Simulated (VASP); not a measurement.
# Pb in VASP: a series of runs, part 2 of 4

VASP 6.6.1.

**3. Electric field gradients, PBE (volume scaled by 1.06)**

Input file INCAR:

```
SYSTEM = Pb
PREC = Accurate
ENCUT = 520
EDIFF = 1E-8
ISMEAR = -1
SIGMA = 0.05
LREAL = .FALSE.
LASPH = .TRUE.
NELM = 100
ALGO = Normal
ISIF = 2
LWAVE = .FALSE.
LCHARG = .FALSE.
GGA = PE
LEFG = .TRUE.
NBANDS = 21
```

Input file KPOINTS:

```
regular mesh
0
G
  8 8 8
  0 0 0
```

Input file POSCAR:

```
Pb
1.0
    0.0000000000      3.5064485529      3.5064485529
    3.5064485529      0.0000000000      3.5064485529
    3.5064485529      3.5064485529      0.0000000000
Pb
2
Direct
    0.0000000000      0.0000000000      0.0000000000
    0.2500000000      0.2500000000      0.2500000000
```

Potentials or basis: VASP PAW PBE potentials, release 64 (Pb_d).

Command:

```console
cat potpaw_PBE.64/Pb_d/POTCAR > POTCAR
mpirun -np 1 vasp_std > vasp.out
```

OUTCAR:

```text
SYSTEM = Pb
   PREC = Accurate
   ENCUT = 520
   EDIFF = 1E-8
   ISMEAR = -1
   LREAL = .FALSE.
   LASPH = .TRUE.
   NELM = 100
   ISIF = 2
   GGA = PE

 ion  position               nearest neighbor table
   1  0.000  0.000  0.000-   2 3.04   2 3.04   2 3.04   2 3.04
   2  0.250  0.250  0.250-   1 3.04   1 3.04   1 3.04   1 3.04

  LATTYP: Found a face centered cubic cell.
 ALAT       =     7.0128971058

  Lattice vectors:

 A1 = (   0.0000000000,   3.5064485529,   3.5064485529)
 A2 = (   3.5064485529,   0.0000000000,   3.5064485529)
 A3 = (   3.5064485529,   3.5064485529,   0.0000000000)

Analysis of symmetry for initial positions (statically):
=====================================================================
 Subroutine PRICEL returns:
 Original cell was already a primitive cell.

 Routine SETGRP: Setting up the symmetry group for a
 face centered cubic supercell.

 Subroutine GETGRP returns: Found 48 space group operations
 (whereof 24 operations were pure point group operations)
 out of a pool of 48 trial point group operations.

The static configuration has the point symmetry T_d .
 The point group associated with its full space group is O_h .

Analysis of symmetry for dynamics (positions and initial velocities):
=====================================================================
 Subroutine PRICEL returns:
 Original cell was already a primitive cell.

 Routine SETGRP: Setting up the symmetry group for a
 face centered cubic supercell.

 Subroutine GETGRP returns: Found 48 space group operations
 (whereof 24 operations were pure point group operations)
 out of a pool of 48 trial point group operations.

The dynamic configuration has the point symmetry T_d .
 The point group associated with its full space group is O_h .

 Subroutine INISYM returns: Found 48 space group operations
 (whereof 24 operations are pure point group operations),
 and found     1 'primitive' translations

----------------------------------------------------------------------------------------

                                     Primitive cell

  volume of cell :      86.2248

  direct lattice vectors                    reciprocal lattice vectors
     0.000000000  3.506448553  3.506448553    -0.142594421  0.142594421  0.142594421
     3.506448553  0.000000000  3.506448553     0.142594421 -0.142594421  0.142594421
     3.506448553  3.506448553  0.000000000     0.142594421  0.142594421 -0.142594421

  length of vectors
     4.958867099  4.958867099  4.958867099     0.246980781  0.246980781  0.246980781

  position of ions in fractional coordinates (direct lattice)
     0.000000000  0.000000000  0.000000000
     0.250000000  0.250000000  0.250000000

  ion indices of the primitive-cell ions
   primitive index   ion index
                 1           1
                 2           2

----------------------------------------------------------------------------------------

 KPOINTS: regular mesh

[... 66 lines left out ...]
   NELM   =    100;   NELMIN=  2; NELMDL= -5     # of ELM steps
   EDIFF  = 0.1E-07   stopping-criterion for ELM
   LREAL  =      F    real-space projection
   EDIFFG = 0.1E-06   stopping-criterion for IOM
   NSW    =      0    number of steps for IOM
   IBRION =     -1    ionic relax: 0-MD 1-quasi-New 2-CG
   NFREE  =      0    steps in history (QN), initial steepest desc. (CG)
   ISIF   =      2    stress and relaxation
   ISYM   =      2    0-nonsym 1-usesym 2-fastsym
   POTIM  = 0.5000    time-step for ionic-motion
   TEBEG  =    0.0;   TEEND  =   0.0 temperature during run
   PSTRESS=    0.0 pullay stress
   NELECT =      28.0000    total number of electrons
   NUPDOWN=      -1.0000    fix difference up-down
   EMIN   =  10.00;   EMAX   =-10.00  energy-range for DOS
   EFERMI =   0.00;   METHOD = LEGACY
   ISMEAR =    -1;   SIGMA  =   0.05  broadening in eV -4-tet -1-fermi 0-gaus
   EFERMI_NEDOS =   21; number of points for ismear=-14 and -15
   IALGO  =     38    algorithm
   IMIX   =      4    mixing-type and parameters
     AMIX     =   0.40;   BMIX     =  1.00
     AMIX_MAG =   1.60;   BMIX_MAG =  1.00
  volume/ion in A,a.u.               =      43.11       290.94
  Fermi-wavevector in a.u.,A,eV,Ry     =   1.125253  2.126419 17.227608  1.266193
  Thomas-Fermi vector in A             =   2.261929
   LORBIT       =      0    0 simple, 1 ext, 2 COOP (PROOUT), +10 PAW based schemes
   GGA     = PE    functional components
   LHFCALC =     F    Hartree Fock is set to
   AEXX    =    0.0000 exact exchange contribution
   IVDW    =     0    specifies the selected vdW correction
   LEPSILON=     F    determine dielectric tensor
   LRPA    =     F    only Hartree local field effects (RPA)
 non-spin polarized calculation
  energy-cutoff  :      520.00
  volume of cell :       86.22
 maximum number of plane-waves:      2346
 NGX is ok and might be reduce to    40
   NGX = 19   NGY = 19   NGZ = 19

 number of electron      27.9999997 magnetization

 Free energy of the ion-electron system (eV)
  ---------------------------------------------------
  ext. energy  EPLUGINS =         0.00000000
  ---------------------------------------------------
  free energy    TOTEN  =        -6.60816832 eV

  energy without entropy =       -6.60380032  energy(sigma->0) =       -6.60598432

 E-fermi :   3.8826     XC(G=0):  -8.1773

 val. band max:        3.6114974098   @ k =   0.1250   0.1250   0.0000
 cond. band min:       3.9004249349   @ k =  -0.1250   0.1250   0.0000
 fundamental gap:      0.2889275252
 Fermi energy:         3.8825725766

 k-point     1 :       0.0000    0.0000    0.0000
  band No.  band energies     occupation
      1     -13.2597      2.00000
      2     -13.2597      2.00000
      3     -13.2597      2.00000
      4     -13.1926      2.00000
      5     -13.1926      2.00000
      6     -12.8218      2.00000
[... 565 lines left out ...]
     20      11.6003      0.00000
     21      12.2780      0.00000

 [... further k-points ...]
[... 5 lines left out ...]
  --------------------------------------------------------------------------------------
  -------------------------------------------------------------------------------------
  Total        0.2440159      0.2440159      0.2440159      0.0000000      0.0000000     -0.0000000
  in kB        4.5341550      4.5341550      4.5341550      0.0000000      0.0000000     -0.0000000
  external PRESSURE =       4.5341550 kB  Pullay stress =       0.0000000 kB

 VOLUME and BASIS-vectors are now :
 -----------------------------------------------------------------------------
  energy-cutoff  :      520.00
  volume of cell :       86.22
      direct lattice vectors                 reciprocal lattice vectors
     0.000000000  3.506448553  3.506448553    -0.142594421  0.142594421  0.142594421
     3.506448553  0.000000000  3.506448553     0.142594421 -0.142594421  0.142594421
     3.506448553  3.506448553  0.000000000     0.142594421  0.142594421 -0.142594421

 POSITION                                       TOTAL-FORCE (eV/Angst)
 -----------------------------------------------------------------------------------
      0.00000      0.00000      0.00000        -0.000000     -0.000000     -0.000000
      1.75322      1.75322      1.75322         0.000000      0.000000      0.000000
 -----------------------------------------------------------------------------------
    total drift:                               -0.000000      0.000000      0.000000

  FREE ENERGIE OF THE ION-ELECTRON SYSTEM (eV)
  ---------------------------------------------------
  free  energy   TOTEN  =        -6.6081683236 eV

  energy  without entropy=       -6.6038003220  energy(sigma->0) =       -6.60598432

 Electric field gradients (V/A^2)
---------------------------------------------------------------------
 ion       V_xx      V_yy      V_zz      V_xy      V_xz      V_yz
---------------------------------------------------------------------
   1       0.000    -0.000    -0.000     0.001     0.001     0.001
   2       0.000    -0.000    -0.000     0.001     0.001     0.001
---------------------------------------------------------------------

 Electric field gradients after diagonalization (V/A^2)
 (convention: |V_zz| > |V_xx| > |V_yy|)
----------------------------------------------------------------------
 ion       V_xx      V_yy      V_zz     asymmetry (V_yy - V_xx)/ V_zz
----------------------------------------------------------------------
   1      -0.001    -0.001     0.002       0.000
   2      -0.001    -0.001     0.002       0.000
----------------------------------------------------------------------

           NMR quadrupolar parameters

 Cq : quadrupolar parameter    Cq=e*Q*V_zz/h
 eta: asymmetry parameters     (V_yy - V_xx)/ V_zz
 Q  : nuclear electric quadrupole moment in mb (millibarn)
----------------------------------------------------------------------
 ion       Cq(MHz)       eta       Q (mb)
----------------------------------------------------------------------
   1       0.000       0.000       1.000
   2       0.000       0.000       1.000
----------------------------------------------------------------------
```

stdout:

```text
POSCAR found type information on POSCAR Pb
 POSCAR found :  1 types and       2 ions
 scaLAPACK will be used
 LDA part: xc-table for (Slater+PW92), standard interpolation
 POSCAR, INCAR and KPOINTS ok, starting setup
 FFT: planning ... GRIDC
 FFT: planning ... GRID_SOFT
 FFT: planning ... GRID
 WAVECAR not read
 entering main loop
ion   1

ion   2
```

It took 29 s on 1 thread of Intel Xeon 6975P-C (Granite Rapids), shared host; peak memory 0.24 GiB.

What came out:

| Item | Value |
| --- | --- |
| Free energy | -6.6082 eV |
| Pressure | 0.5 GPa |
| Band gap on the k mesh | zero (band 14 reaches 4.21 eV, above the bottom of band 15 at 3.15 eV) |

Caveat: without QUAD_EFG the Cq values of the log hold for a quadrupole moment of 1 mb, not for the nuclei; spin-orbit coupling is left out, which moves the levels of the heavy elements.

(Part 2 of 4 ends here.)
